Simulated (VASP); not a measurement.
The system is MgS (Niningerite).

```xyz
2
Lattice="0.0000 2.6015 2.5292 2.6015 0.0000 2.5292 2.6015 2.6015 0.0000" Properties=species:S:1:pos:R:3 pbc="T T T"
Mg    0.0000    0.0000    0.0000
S     2.6015    2.6015    2.5292
```

This cell differs from its parent crystal: uniaxial z strain -2.8%.

Program: VASP 6.6.1. Alike in all runs: task single point; potentials or basis VASP PAW PBE potentials, release 64 (Mg, S); no spin polarisation; cell as given; cutoff (eV) 520. Hardware: 1 thread of Intel(R) Xeon(R) Platinum 8375C CPU @ 2.90GHz (Ice Lake), with other jobs on the host.

**Question.** Order these runs on this cell by their wall time, lowest first.
A. level r2SCAN; k mesh 8 × 8 × 8; smearing gaussian 0.01 eV
B. level HSE06; k mesh 6 × 6 × 6; smearing gaussian 0.01 eV; grid for exact exchange (PRECFOCK) Normal; screening parameter 0.2079 1/Å
C. level PBE; k mesh 8 × 8 × 8; smearing fermi-dirac 0.02 eV

**Answer.** C (16 s), A (79 s), B (1300 s).
